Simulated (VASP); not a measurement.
# Ir (Fm-3m) in VASP: a series of runs

Ir is run at these levels: LDA; tasks: single point, relaxation of cell and atoms.

Program: VASP 6.6.1. These are calculated values, not measurements. Logs are shortened: lines on timing, memory, paths and dates and some standing lists are left out, and cuts for length are marked.

## Step 1: The cell of the first run

Symmetry: Fm-3m, No. 225, cubic system. Conventional cell: a = 3.811 Å, b = 3.811 Å, c = 3.811 Å, α = 90.00°, β = 90.00°, γ = 90.00°. Ir (site symmetry m-3m) has 12 Ir at 2.69 Å within 3.6 Å.

## Step 2: Single point, LDA

File INCAR:

```
PREC = Accurate
ENCUT = 520
EDIFF = 1E-6
ISMEAR = 0
SIGMA = 0.15
LREAL = F
LASPH = T
NELM = 100
ALGO = Fast
ISIF = 2
LWAVE = F
LCHARG = F
NBANDS = 10
```

File KPOINTS:

```
regular mesh
0
Gamma
  22 22 22
```

File POSCAR:

```
Ir
1.0
    0.0000000000      1.9054048527      1.9054048527
    1.9054048527      0.0000000000      1.9054048527
    1.9054048527      1.9054048527      0.0000000000
Ir
1
Direct
    0.0000000000      0.0000000000      0.0000000000
```

Potentials or basis: VASP PAW LDA potentials, release 64 (Ir).

Started as:

```
$ cat potpaw_LDA.64/Ir/POTCAR > POTCAR
$ mpirun -np 1 vasp_std > vasp.out
```

OUTCAR:

```text
PREC = Accurate
   ENCUT = 520
   EDIFF = 1E-6
   ISMEAR = 0
   LREAL = F
   LASPH = T
   NELM = 100
   ISIF = 2

 ion  position               nearest neighbor table
   1  0.000  0.000  0.000-

  LATTYP: Found a face centered cubic cell.
 ALAT       =     3.8108097054

  Lattice vectors:

 A1 = (   0.0000000000,   1.9054048527,   1.9054048527)
 A2 = (   1.9054048527,   0.0000000000,   1.9054048527)
 A3 = (   1.9054048527,   1.9054048527,   0.0000000000)

Analysis of symmetry for initial positions (statically):
=====================================================================
 Subroutine PRICEL returns:
 Original cell was already a primitive cell.

 Routine SETGRP: Setting up the symmetry group for a
 face centered cubic supercell.

 Subroutine GETGRP returns: Found 48 space group operations
 (whereof 48 operations were pure point group operations)
 out of a pool of 48 trial point group operations.

The static configuration has the point symmetry O_h .

Analysis of symmetry for dynamics (positions and initial velocities):
=====================================================================
 Subroutine PRICEL returns:
 Original cell was already a primitive cell.

 Routine SETGRP: Setting up the symmetry group for a
 face centered cubic supercell.

 Subroutine GETGRP returns: Found 48 space group operations
 (whereof 48 operations were pure point group operations)
 out of a pool of 48 trial point group operations.

The dynamic configuration has the point symmetry O_h .

 Subroutine INISYM returns: Found 48 space group operations
 (whereof 48 operations are pure point group operations),
 and found     1 'primitive' translations

----------------------------------------------------------------------------------------

                                     Primitive cell

  volume of cell :      13.8354

  direct lattice vectors                    reciprocal lattice vectors
     0.000000000  1.905404853  1.905404853    -0.262411424  0.262411424  0.262411424
     1.905404853  0.000000000  1.905404853     0.262411424 -0.262411424  0.262411424
     1.905404853  1.905404853  0.000000000     0.262411424  0.262411424 -0.262411424

  length of vectors
     2.694649384  2.694649384  2.694649384     0.454509918  0.454509918  0.454509918

  position of ions in fractional coordinates (direct lattice)
     0.000000000  0.000000000  0.000000000

  ion indices of the primitive-cell ions
   primitive index   ion index
[... 72 lines left out ...]
   NELM   =    100;   NELMIN=  2; NELMDL= -5     # of ELM steps
   EDIFF  = 0.1E-05   stopping-criterion for ELM
   LREAL  =      F    real-space projection
   EDIFFG = 0.1E-04   stopping-criterion for IOM
   NSW    =      0    number of steps for IOM
   IBRION =     -1    ionic relax: 0-MD 1-quasi-New 2-CG
   NFREE  =      0    steps in history (QN), initial steepest desc. (CG)
   ISIF   =      2    stress and relaxation
   ISYM   =      2    0-nonsym 1-usesym 2-fastsym
   POTIM  = 0.5000    time-step for ionic-motion
   TEBEG  =    0.0;   TEEND  =   0.0 temperature during run
   PSTRESS=    0.0 pullay stress
   NELECT =       9.0000    total number of electrons
   NUPDOWN=      -1.0000    fix difference up-down
   EMIN   =  10.00;   EMAX   =-10.00  energy-range for DOS
   EFERMI =   0.00;   METHOD = LEGACY
   ISMEAR =     0;   SIGMA  =   0.15  broadening in eV -4-tet -1-fermi 0-gaus
   EFERMI_NEDOS =   21; number of points for ismear=-14 and -15
   IALGO  =     68    algorithm
   IMIX   =      4    mixing-type and parameters
     AMIX     =   0.40;   BMIX     =  1.00
     AMIX_MAG =   1.60;   BMIX_MAG =  1.00
  volume/ion in A,a.u.               =      13.84        93.37
  Fermi-wavevector in a.u.,A,eV,Ry     =   1.418486  2.680550 27.376319  2.012103
  Thomas-Fermi vector in A             =   2.539606
   LORBIT       =      0    0 simple, 1 ext, 2 COOP (PROOUT), +10 PAW based schemes
   GGA     = CA    functional components
   LHFCALC =     F    Hartree Fock is set to
   AEXX    =    0.0000 exact exchange contribution
   IVDW    =     0    specifies the selected vdW correction
   LEPSILON=     F    determine dielectric tensor
   LRPA    =     F    only Hartree local field effects (RPA)
 non-spin polarized calculation
 RMM-DIIS sequential band-by-band and
 Gauss-broadening in eV      SIGMA  =   0.15
  energy-cutoff  :      520.00
  volume of cell :       13.84
 maximum number of plane-waves:       388
   NGX =  9   NGY =  9   NGZ =  9

 number of electron       9.0000001 magnetization

 Free energy of the ion-electron system (eV)
  ---------------------------------------------------
  ext. energy  EPLUGINS =         0.00000000
  ---------------------------------------------------
  free energy    TOTEN  =       -10.32659446 eV

  energy without entropy =      -10.31469913  energy(sigma->0) =      -10.32064680

 E-fermi :  10.6788     XC(G=0): -14.2686

 val. band max:       10.6773692457   @ k =   0.4091   0.4091   0.0000
 cond. band min:      10.6824748934   @ k =   0.3636   0.1818   0.0000
 fundamental gap:      0.0051056477
 Fermi energy:        10.6788436690

 k-point     1 :       0.0000    0.0000    0.0000
  band No.  band energies     occupation
      1      -0.6392      2.00000
      2       6.6552      2.00000
      3       6.6552      2.00000
      4       6.6552      2.00000
      5       9.4789      2.00000
      6       9.4789      2.00000
      7      25.0044      0.00000
      8      30.6766      0.00000
      9      30.6766      0.00000
     10      30.6766      0.00000
[... 287 lines left out ...]
 k-point    24 :      -0.4545    0.0455    0.0000
  band No.  band energies     occupation
      1       2.4356      2.00000
      2       6.5026      2.00000
      3       6.6330      2.00000
      4       9.3969      2.00000
      5      11.5061      0.00000
      6      12.0996      0.00000
      7      18.3758      0.00000
      8      24.7688      0.00000
      9      30.4090      0.00000
     10      30.8603      0.00000

 [... further k-points ...]
[... 5 lines left out ...]
  --------------------------------------------------------------------------------------
  -------------------------------------------------------------------------------------
  Total        0.2359107      0.2359107      0.2359107      0.0000000      0.0000000      0.0000000
  in kB       27.3191049     27.3191049     27.3191049      0.0000000      0.0000000      0.0000000
  external PRESSURE =      27.3191049 kB  Pullay stress =       0.0000000 kB

 VOLUME and BASIS-vectors are now :
 -----------------------------------------------------------------------------
  energy-cutoff  :      520.00
  volume of cell :       13.84
      direct lattice vectors                 reciprocal lattice vectors
     0.000000000  1.905404853  1.905404853    -0.262411424  0.262411424  0.262411424
     1.905404853  0.000000000  1.905404853     0.262411424 -0.262411424  0.262411424
     1.905404853  1.905404853  0.000000000     0.262411424  0.262411424 -0.262411424

 POSITION                                       TOTAL-FORCE (eV/Angst)
 -----------------------------------------------------------------------------------
      0.00000      0.00000      0.00000         0.000000      0.000000      0.000000
 -----------------------------------------------------------------------------------
    total drift:                               -0.000000     -0.000000      0.000000

  FREE ENERGIE OF THE ION-ELECTRON SYSTEM (eV)
  ---------------------------------------------------
  free  energy   TOTEN  =       -10.3265944639 eV

  energy  without entropy=      -10.3146991335  energy(sigma->0) =      -10.32064680
```

It took 45 s on 1 thread of AMD EPYC 7R13 (Zen 3), shared host; peak memory 0.13 GiB.

What came out:

```yaml
Free_energy: -10.3266 eV
Pressure: 2.7 GPa
```

Levels at points of the mesh, in eV from the Fermi level:
| k point | band 1 | band 2 | band 3 | band 4 | band 5 | band 6 | band 7 | band 8 | band 9 |
| --- | --- | --- | --- | --- | --- | --- | --- | --- | --- |
| (0.00, 0.00, 0.00) | -11.32 | -4.02 | -4.02 | -4.02 | -1.20 | -1.20 | 14.33 | 20.00 | 20.00 |
| (0.50, 0.00, 0.00) | -8.33 | -4.12 | -4.12 | -0.74 | 0.97 | 0.97 | 7.53 | 13.87 | 19.96 |
| (0.50, 0.50, 0.00) | -8.15 | -7.59 | 0.95 | 1.56 | 1.56 | 1.77 | 10.86 | 11.83 | 11.83 |

Caveat: spin-orbit coupling is left out, which moves the levels of the heavy elements.

## Step 3: Relaxation of cell and atoms, LDA

This run uses another cell than the first one, of 14.15 Å³/atom, 1.023 times its volume.

File INCAR:

```
SYSTEM = Ir
PREC = Accurate
ENCUT = 600
EDIFF = 1E-7
ISMEAR = 0
SIGMA = 0.1
LREAL = .FALSE.
LASPH = .TRUE.
NELM = 100
ALGO = Normal
ISIF = 3
LWAVE = .FALSE.
LCHARG = .FALSE.
GGA = CA
IBRION = 2
NSW = 100
EDIFFG = -0.005
```

File KPOINTS:

```
regular mesh
0
G
  18 18 18
  0 0 0
```

File POSCAR:

```
Ir
1.0
    0.0000000000      1.9197000000      1.9197000000
    1.9197000000      0.0000000000      1.9197000000
    1.9197000000      1.9197000000      0.0000000000
Ir
1
Direct
    0.0000000000      0.0000000000      0.0000000000
```

Potentials or basis: VASP PAW LDA potentials, release 64 (Ir).

Started as:

```
$ cat potpaw_LDA.64/Ir/POTCAR > POTCAR
$ mpirun -np 1 vasp_std > vasp.out
```

OUTCAR:

```text
SYSTEM = Ir
   PREC = Accurate
   ENCUT = 600
   EDIFF = 1E-7
   ISMEAR = 0
   LREAL = .FALSE.
   LASPH = .TRUE.
   NELM = 100
   ISIF = 3
   GGA = CA
   IBRION = 2
   NSW = 100
   EDIFFG = -0.005

 ion  position               nearest neighbor table
   1  0.000  0.000  0.000-

  LATTYP: Found a face centered cubic cell.
 ALAT       =     3.8394000000

  Lattice vectors:

 A1 = (   0.0000000000,   1.9197000000,   1.9197000000)
 A2 = (   1.9197000000,   0.0000000000,   1.9197000000)
 A3 = (   1.9197000000,   1.9197000000,   0.0000000000)

Analysis of symmetry for initial positions (statically):
=====================================================================
 Subroutine PRICEL returns:
[... 289 lines left out ...]
 cond. band min:      10.6328063306   @ k =   0.3333   0.1111   0.0556
 fundamental gap:      0.0199677007
 Fermi energy:        10.6198486566

 k-point     1 :       0.0000    0.0000    0.0000
  band No.  band energies     occupation
      1      -0.6875      2.00000
      2       6.5752      2.00000
      3       6.5752      2.00000
      4       6.5752      2.00000
      5       9.3699      2.00000
      6       9.3699      2.00000
      7      24.8981      0.00000
      8      30.5302      0.00000
[... 243 lines left out ...]
 k-point    24 :      -0.2222    0.0556    0.0000
  band No.  band energies     occupation
      1       1.5521      2.00000
      2       5.9108      2.00000
      3       7.0521      2.00000
      4       7.1437      2.00000
      5       9.0602      2.00000
      6       9.9480      2.00000
      7      24.8332      0.00000
      8      27.6674      0.00000

 [... further k-points ...]

------------------------ aborting loop because EDIFF is reached ----------------------------------------

  FORCE on cell =-STRESS in cart. coord.  units (eV):
  Direction    XX          YY          ZZ          XY          YZ          ZX
  --------------------------------------------------------------------------------------
  -------------------------------------------------------------------------------------
  Total       -0.0017281     -0.0017281     -0.0017281      0.0000000      0.0000000      0.0000000
  in kB       -0.1987758     -0.1987758     -0.1987758      0.0000000      0.0000000      0.0000000
  external PRESSURE =      -0.1987758 kB  Pullay stress =       0.0000000 kB
[... 16 lines left out ...]
  FREE ENERGIE OF THE ION-ELECTRON SYSTEM (eV)
  ---------------------------------------------------
  free  energy   TOTEN  =       -10.3294230246 eV

  energy  without entropy=      -10.3244706133  energy(sigma->0) =      -10.32694682

 reached required accuracy - stopping structural energy minimisation
```

OSZICAR:

```text
N       E                     dE             d eps       ncg     rms          rms(c)
DAV:   1     0.477689216359E+02    0.47769E+02   -0.49568E+03  3128   0.117E+03
DAV:   2    -0.101995333623E+02   -0.57968E+02   -0.56435E+02  3120   0.215E+02
DAV:   3    -0.109394201334E+02   -0.73989E+00   -0.73517E+00  4672   0.334E+01
[... 29 lines left out ...]
       N       E                     dE             d eps       ncg     rms          rms(c)
DAV:   1    -0.103294316150E+02   -0.12281E-04   -0.34389E-04  3344   0.319E-01    0.302E-02
DAV:   2    -0.103294238893E+02    0.77257E-05   -0.19967E-05  3464   0.640E-02    0.102E-02
DAV:   3    -0.103294230247E+02    0.86456E-06   -0.39369E-06  3872   0.262E-02    0.272E-03
DAV:   4    -0.103294230246E+02    0.14757E-09   -0.84942E-08  2608   0.302E-03
   4 F= -.10329423E+02 E0= -.10326947E+02  d E =-.428112E-02
```

Wall time 65 s (1 thread of AMD EPYC 7R13 (Zen 3), shared host); peak memory 0.14 GiB.

What came out:

```yaml
Free_energy: -10.3294 eV
Relaxed_volume: 13.93 Å³/atom
Relaxed_cell: a = 2.701 Å, b = 2.701 Å, c = 2.701 Å, α = 60.00°, β = 60.00°, γ = 60.00°
Space_group_after_relaxing_to_0.05_Å: Fm-3m (No. 225)
Energy_gained_by_relaxing: 4.3 meV/atom
Ionic_steps: 4
Pressure_after_relaxing: 0.0 GPa
```

The path:
| step | energy change (eV) | largest force (eV/Å) | pressure (GPa) | volume (Å³) |
| --- | --- | --- | --- | --- |
| 1 | 0.0000 | 0.0000 | -6.11 | 14.15 |
| 2 | 0.0711 | 0.0000 | 30.07 | 13.07 |
| 3 | -0.0043 | 0.0000 | -0.19 | 13.93 |
| 4 | -0.0043 | 0.0000 | -0.02 | 13.93 |

Final structure:
```cif
data_structure
_symmetry_space_group_name_H-M 'P 1'
_symmetry_Int_Tables_number 1
_cell_length_a 2.7007
_cell_length_b 2.7007
_cell_length_c 2.7007
_cell_angle_alpha 60.000
_cell_angle_beta 60.000
_cell_angle_gamma 60.000
_cell_volume 13.93
loop_
_atom_site_label
_atom_site_type_symbol
_atom_site_fract_x
_atom_site_fract_y
_atom_site_fract_z
_atom_site_occupancy
Ir1 Ir 0.00000 0.00000 0.00000 1
```

Levels at points of the mesh, in eV from the Fermi level:
```csv
k point,band 1,band 2,band 3,band 4,band 5,band 6,band 7,band 8
"(0.00, 0.00, 0.00)",-11.31,-4.04,-4.04,-4.04,-1.25,-1.25,14.28,19.91
"(0.50, 0.00, 0.00)",-8.32,-4.14,-4.14,-0.79,0.89,0.89,7.39,13.82
"(0.50, 0.50, 0.00)",-8.13,-7.57,0.88,1.48,1.48,1.71,10.70,11.74
```

Caveat: spin-orbit coupling is left out, which moves the levels of the heavy elements.
